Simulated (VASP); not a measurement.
# Sn (Fd-3m) in VASP: a series of runs

The runs below take Sn through single point, with PBE.

Program: VASP 6.6.1. These are calculated values, not measurements. Logs are shortened: lines on timing, memory, paths and dates and some standing lists are left out, and cuts for length are marked.

### 1 The cell of the first run

It takes space group Fd-3m (No. 227, cubic). The conventional cell has a = 6.658 Å, b = 6.658 Å, c = 6.658 Å, α = 90.00°, β = 90.00°, γ = 90.00°. Sn (site symmetry -43m) has 4 Sn at 2.88 Å within 3.8 Å.

### 2 Single point, PBE

The input, INCAR:

```
PREC = Accurate
ENCUT = 520
EDIFF = 1E-6
ISMEAR = 0
SIGMA = 0.6
LREAL = F
LASPH = T
NELM = 80
ALGO = Normal
ISIF = 2
LWAVE = F
LCHARG = T
GGA = PE
LELF = T
LVHAR = T
NBANDS = 21
```

The input, KPOINTS:

```
regular mesh
0
Gamma
  8 8 8
```

The input, POSCAR:

```
Sn
1.0
    0.0000000000      3.3289000152      3.3289000152
    3.3289000152      0.0000000000      3.3289000152
    3.3289000152      3.3289000152      0.0000000000
Sn
2
Direct
    0.5000000000      0.5000000000      0.5000000000
    0.7500000000      0.7500000000      0.7500000000
```

Potentials or basis: VASP PAW PBE potentials, release 64 (Sn_d).

Run with:

```
$ cat potpaw_PBE.64/Sn_d/POTCAR > POTCAR
$ mpirun -np 1 vasp_std > vasp.out
```

OUTCAR:

```text
PREC = Accurate
   ENCUT = 520
   EDIFF = 1E-6
   ISMEAR = 0
   LREAL = F
   LASPH = T
   NELM = 80
   ISIF = 2
   GGA = PE

 ion  position               nearest neighbor table
   1  0.500  0.500  0.500-   2 2.88   2 2.88   2 2.88   2 2.88
   2  0.750  0.750  0.750-   1 2.88   1 2.88   1 2.88   1 2.88

  LATTYP: Found a face centered cubic cell.
 ALAT       =     6.6578000304

  Lattice vectors:

 A1 = (   0.0000000000,   3.3289000152,   3.3289000152)
 A2 = (   3.3289000152,   0.0000000000,   3.3289000152)
 A3 = (   3.3289000152,   3.3289000152,   0.0000000000)

Analysis of symmetry for initial positions (statically):
=====================================================================
 Subroutine PRICEL returns:
 Original cell was already a primitive cell.

 Routine SETGRP: Setting up the symmetry group for a
 face centered cubic supercell.

 Subroutine GETGRP returns: Found 48 space group operations
 (whereof 24 operations were pure point group operations)
 out of a pool of 48 trial point group operations.

The static configuration has the point symmetry T_d .
 The point group associated with its full space group is O_h .

Analysis of symmetry for dynamics (positions and initial velocities):
=====================================================================
 Subroutine PRICEL returns:
 Original cell was already a primitive cell.

 Routine SETGRP: Setting up the symmetry group for a
 face centered cubic supercell.

 Subroutine GETGRP returns: Found 48 space group operations
 (whereof 24 operations were pure point group operations)
 out of a pool of 48 trial point group operations.

The dynamic configuration has the point symmetry T_d .
 The point group associated with its full space group is O_h .

 Subroutine INISYM returns: Found 48 space group operations
 (whereof 24 operations are pure point group operations),
 and found     1 'primitive' translations

----------------------------------------------------------------------------------------

                                     Primitive cell

  volume of cell :      73.7789

  direct lattice vectors                    reciprocal lattice vectors
     0.000000000  3.328900015  3.328900015    -0.150199765  0.150199765  0.150199765
     3.328900015  0.000000000  3.328900015     0.150199765 -0.150199765  0.150199765
     3.328900015  3.328900015  0.000000000     0.150199765  0.150199765 -0.150199765

  length of vectors
     4.707775549  4.707775549  4.707775549     0.260153624  0.260153624  0.260153624

  position of ions in fractional coordinates (direct lattice)
     0.500000000  0.500000000  0.500000000
     0.750000000  0.750000000  0.750000000

  ion indices of the primitive-cell ions
   primitive index   ion index
                 1           1
                 2           2

----------------------------------------------------------------------------------------

 KPOINTS: regular mesh

Automatic generation of k-mesh.
 Grid dimensions read from file:
 generate k-points for:    8    8    8

 Generating k-lattice:

  Cartesian coordinates                     Fractional coordinates (reciprocal lattice)
    -0.018774971  0.018774971  0.018774971     0.125000000  0.000000000  0.000000000
     0.018774971 -0.018774971  0.018774971     0.000000000  0.125000000  0.000000000
     0.018774971  0.018774971 -0.018774971     0.000000000  0.000000000  0.125000000

  Length of vectors
     0.032519203  0.032519203  0.032519203

  Shift w.r.t. Gamma in fractional coordinates (k-lattice)
     0.000000000  0.000000000  0.000000000

 Subroutine IBZKPT returns following result:
 ===========================================

 Found     29 irreducible k-points:

 Following reciprocal coordinates:
            Coordinates               Weight
  0.000000  0.000000  0.000000      1.000000
  0.125000  0.000000  0.000000      8.000000
  0.250000  0.000000  0.000000      8.000000
  0.375000  0.000000  0.000000      8.000000
  0.500000  0.000000  0.000000      4.000000
  0.125000  0.125000  0.000000      6.000000
[... 16 lines left out ...]
  0.500000  0.250000  0.125000     48.000000
 -0.375000  0.250000  0.125000     24.000000
 [... further k-points ...]
   k-points           NKPTS =     29   k-points in BZ     NKDIM =     29   number of bands    NBANDS=     21
   number of dos      NEDOS =    301   number of ions     NIONS =      2
   total plane-waves  NPLWV =  46656
   dimension x,y,z NGX =    36 NGY =   36 NGZ =   36
   dimension x,y,z NGXF=    72 NGYF=   72 NGZF=   72
   ions per type =               2
   NGX,Y,Z   is equivalent  to a cutoff of  12.71, 12.71, 12.71 a.u.
   NGXF,Y,Z  is equivalent  to a cutoff of  25.43, 25.43, 25.43 a.u.
 SYSTEM =  unknown system
   PREC   = accura    normal or accurate (medium, high low for compatibility)
   ISTART =      0    job   : 0-new  1-cont  2-samecut
   ICHARG =      2    charge: 1-file 2-atom 10-const
   ISPIN  =      1    spin polarized calculation?
   LNONCOLLINEAR =      F non collinear calculations
   LSORBIT =      F    spin-orbit coupling
   LASPH  =      T    aspherical Exc in radial PAW
   ENCUT  =  520.0 eV  38.22 Ry    6.18 a.u.   8.75  8.75  8.75*2*pi/ulx,y,z
   NELM   =     80;   NELMIN=  2; NELMDL= -5     # of ELM steps
   EDIFF  = 0.1E-05   stopping-criterion for ELM
   LREAL  =      F    real-space projection
   EDIFFG = 0.1E-04   stopping-criterion for IOM
   NSW    =      0    number of steps for IOM
   IBRION =     -1    ionic relax: 0-MD 1-quasi-New 2-CG
   NFREE  =      0    steps in history (QN), initial steepest desc. (CG)
   ISIF   =      2    stress and relaxation
   ISYM   =      2    0-nonsym 1-usesym 2-fastsym
   POTIM  = 0.5000    time-step for ionic-motion
   TEBEG  =    0.0;   TEEND  =   0.0 temperature during run
   PSTRESS=    0.0 pullay stress
   NELECT =      28.0000    total number of electrons
   NUPDOWN=      -1.0000    fix difference up-down
   EMIN   =  10.00;   EMAX   =-10.00  energy-range for DOS
   EFERMI =   0.00;   METHOD = LEGACY
   ISMEAR =     0;   SIGMA  =   0.60  broadening in eV -4-tet -1-fermi 0-gaus
   EFERMI_NEDOS =   21; number of points for ismear=-14 and -15
   IALGO  =     38    algorithm
   IMIX   =      4    mixing-type and parameters
     AMIX     =   0.40;   BMIX     =  1.00
     AMIX_MAG =   1.60;   BMIX_MAG =  1.00
  volume/ion in A,a.u.               =      36.89       248.94
  Fermi-wavevector in a.u.,A,eV,Ry     =   1.185269  2.239833 19.114301  1.404862
  Thomas-Fermi vector in A             =   2.321466
   LORBIT       =      0    0 simple, 1 ext, 2 COOP (PROOUT), +10 PAW based schemes
   GGA     = PE    functional components
   LHFCALC =     F    Hartree Fock is set to
   AEXX    =    0.0000 exact exchange contribution
   IVDW    =     0    specifies the selected vdW correction
   LEPSILON=     F    determine dielectric tensor
   LRPA    =     F    only Hartree local field effects (RPA)
 non-spin polarized calculation
 Gauss-broadening in eV      SIGMA  =   0.60
  energy-cutoff  :      520.00
  volume of cell :       73.78
 maximum number of plane-waves:      2012
   NGX = 17   NGY = 17   NGZ = 17

 number of electron      28.0000008 magnetization

 Free energy of the ion-electron system (eV)
  ---------------------------------------------------
  ext. energy  EPLUGINS =         0.00000000
  ---------------------------------------------------
  free energy    TOTEN  =        -7.71285933 eV

  energy without entropy =       -7.65191315  energy(sigma->0) =       -7.68238624

 E-fermi :   4.8837     XC(G=0):  -8.5482

 val. band max:        4.8059577310   @ k =   0.3750   0.0000   0.0000
 cond. band min:       4.9440142628   @ k =   0.0000   0.0000   0.0000
 fundamental gap:      0.1380565318
 Fermi energy:         4.8836539521

 k-point     1 :       0.0000    0.0000    0.0000
  band No.  band energies     occupation
      1     -16.6912      2.00000
      2     -16.6912      2.00000
      3     -16.6912      2.00000
      4     -16.6413      2.00000
      5     -16.6413      2.00000
      6     -16.3899      2.00000
[... 13 lines left out ...]
     20      12.6394      0.00000
     21      12.6394      0.00000

 k-point     2 :       0.1250    0.0000    0.0000
  band No.  band energies     occupation
      1     -16.6998      2.00000
      2     -16.6998      2.00000
      3     -16.6881      2.00000
      4     -16.6293      2.00000
      5     -16.6293      2.00000
      6     -16.4105      2.00000
[... 13 lines left out ...]
     20      11.8741      0.00000
     21      11.8741      0.00000

 k-point     3 :       0.2500    0.0000    0.0000
  band No.  band energies     occupation
      1     -16.7118      2.00000
      2     -16.7118      2.00000
      3     -16.6801      2.00000
      4     -16.6097      2.00000
      5     -16.6097      2.00000
      6     -16.4289      2.00000
[... 13 lines left out ...]
     20      11.6617      0.00000
     21      11.6617      0.00000

 k-point     4 :       0.3750    0.0000    0.0000
  band No.  band energies     occupation
      1     -16.7188      2.00000
      2     -16.7188      2.00000
      3     -16.6718      2.00000
      4     -16.5964      2.00000
      5     -16.5964      2.00000
      6     -16.4397      2.00000
[... 13 lines left out ...]
     20      12.4089      0.00000
     21      12.4089      0.00000

 k-point     5 :       0.5000    0.0000    0.0000
  band No.  band energies     occupation
      1     -16.7209      2.00000
      2     -16.7209      2.00000
      3     -16.6682      2.00000
      4     -16.5923      2.00000
      5     -16.5923      2.00000
      6     -16.4427      2.00000
[... 13 lines left out ...]
     20      13.0665      0.00000
     21      13.4173      0.00000
[... 382 lines left out ...]
     20      13.6223      0.00000
     21      14.9616      0.00000

 k-point    22 :       0.3750    0.2500    0.1250
  band No.  band energies     occupation
      1     -16.7234      2.00000
      2     -16.7228      2.00000
      3     -16.6686      2.00000
      4     -16.6005      2.00000
      5     -16.5699      2.00000
      6     -16.4839      2.00000
[... 13 lines left out ...]
     20      12.6234      0.00000
     21      12.9556      0.00000

 k-point    23 :       0.5000    0.2500    0.1250
  band No.  band energies     occupation
      1     -16.7387      2.00000
      2     -16.7294      2.00000
      3     -16.6426      2.00000
      4     -16.5828      2.00000
      5     -16.5547      2.00000
      6     -16.4956      2.00000
[... 13 lines left out ...]
     20      12.4161      0.00000
     21      13.6709      0.00000

 k-point    24 :      -0.3750    0.2500    0.1250
  band No.  band energies     occupation
      1     -16.7447      2.00000
      2     -16.7314      2.00000
      3     -16.6304      2.00000
      4     -16.5698      2.00000
      5     -16.5559      2.00000
      6     -16.4911      2.00000
[... 13 lines left out ...]
     20      13.2764      0.00000
     21      13.6463      0.00000

 [... further k-points ...]

------------------------ aborting loop because EDIFF is reached ----------------------------------------

  FORCE on cell =-STRESS in cart. coord.  units (eV):
  Direction    XX          YY          ZZ          XY          YZ          ZX
  --------------------------------------------------------------------------------------
  -------------------------------------------------------------------------------------
  Total        0.0562905      0.0562905      0.0562905      0.0000000      0.0000000     -0.0000000
  in kB        1.2224000      1.2224000      1.2224000      0.0000000      0.0000000     -0.0000000
  external PRESSURE =       1.2224000 kB  Pullay stress =       0.0000000 kB

 VOLUME and BASIS-vectors are now :
 -----------------------------------------------------------------------------
  energy-cutoff  :      520.00
  volume of cell :       73.78
      direct lattice vectors                 reciprocal lattice vectors
     0.000000000  3.328900015  3.328900015    -0.150199765  0.150199765  0.150199765
     3.328900015  0.000000000  3.328900015     0.150199765 -0.150199765  0.150199765
     3.328900015  3.328900015  0.000000000     0.150199765  0.150199765 -0.150199765

 POSITION                                       TOTAL-FORCE (eV/Angst)
 -----------------------------------------------------------------------------------
      3.32890      3.32890      3.32890         0.000000      0.000000      0.000000
      4.99335      4.99335      4.99335        -0.000000     -0.000000     -0.000000
 -----------------------------------------------------------------------------------
    total drift:                                0.000000      0.000000      0.000000

  FREE ENERGIE OF THE ION-ELECTRON SYSTEM (eV)
  ---------------------------------------------------
  free  energy   TOTEN  =        -7.7128593339 eV

  energy  without entropy=       -7.6519131520  energy(sigma->0) =       -7.68238624
```

Run time: 65 s. Hardware: 1 thread of AMD EPYC 7R13, shared host; peak memory 0.18 GiB.

What came out:

| Quantity | Value |
| --- | --- |
| Free energy | -7.7129 eV |
| Pressure | 0.1 GPa |
| Band gap on the k mesh | zero (band 14 reaches 4.94 eV, above the bottom of band 15 at 4.71 eV) |

Levels at points of the mesh, in eV from the Fermi level:
| k point | band 11 | band 12 | band 13 | band 14 | band 15 | band 16 | band 17 | band 18 |
| --- | --- | --- | --- | --- | --- | --- | --- | --- |
| (0.00, 0.00, 0.00) | -10.14 | -1.18 | 0.06 | 0.06 | 0.06 | 2.12 | 2.12 | 2.12 |
| (0.50, 0.00, 0.00) | -8.67 | -6.06 | -1.03 | -1.03 | -0.17 | 3.17 | 3.17 | 5.66 |
| (0.50, 0.50, 0.00) | -7.29 | -7.29 | -2.25 | -2.25 | 0.88 | 0.88 | 7.22 | 7.22 |

Caveat: spin-orbit coupling is left out, which moves the levels of the heavy elements.

### 3 Single point, PBE

The input, INCAR:

```
SYSTEM = Sn
PREC     = Accurate       ! precision mode
ENCUT    = 520            ! plane-wave cutoff, eV
EDIFF    = 1E-6           ! SCF threshold, eV
ISMEAR   = 0              ! smearing method
SIGMA    = 1.0            ! smearing width, eV
LREAL    = .False.        ! projectors in reciprocal space
LASPH    = .True.         ! aspherical terms in the spheres
NELM     = 60             ! most SCF steps
ALGO     = Normal         ! electronic algorithm
ISIF     = 2              ! what is computed and relaxed
LWAVE    = .False.        ! write WAVECAR
LCHARG   = .False.        ! write CHGCAR
GGA      = PE             ! functional
NBANDS   = 21             ! bands
```

The input, KPOINTS:

```
Automatic mesh
0
Gamma
  8 8 8
  0 0 0
```

POSCAR is that of step 2.

Potentials or basis: VASP PAW PBE potentials, release 64 (Sn_d).

Run with:

```
$ cat potpaw_PBE.64/Sn_d/POTCAR > POTCAR
$ mpirun -np 1 vasp_std > vasp.out
```

Wall time 67 s (1 thread of AMD EPYC 7R13, shared host); peak memory 0.18 GiB.

The run converged. Its results:

```
Free energy            : -7.7884 eV
Pressure               : 0.6 GPa
Band gap on the k mesh : zero (band 14 reaches 4.93 eV, above the bottom of band 15 at 4.70 eV)
```

Levels at points of the mesh, in eV from the Fermi level:
```
           k point  band 12  band 13  band 14  band 15  band 16  band 17
(0.00, 0.00, 0.00)    -1.20     0.05     0.05     0.05     2.11     2.11
(0.50, 0.00, 0.00)    -6.07    -1.04    -1.04    -0.19     3.16     3.16
(0.50, 0.50, 0.00)    -7.31    -2.26    -2.26     0.86     0.86     7.21
```

Caveat: spin-orbit coupling is left out, which moves the levels of the heavy elements.

(Continued in part 2 of 2.)
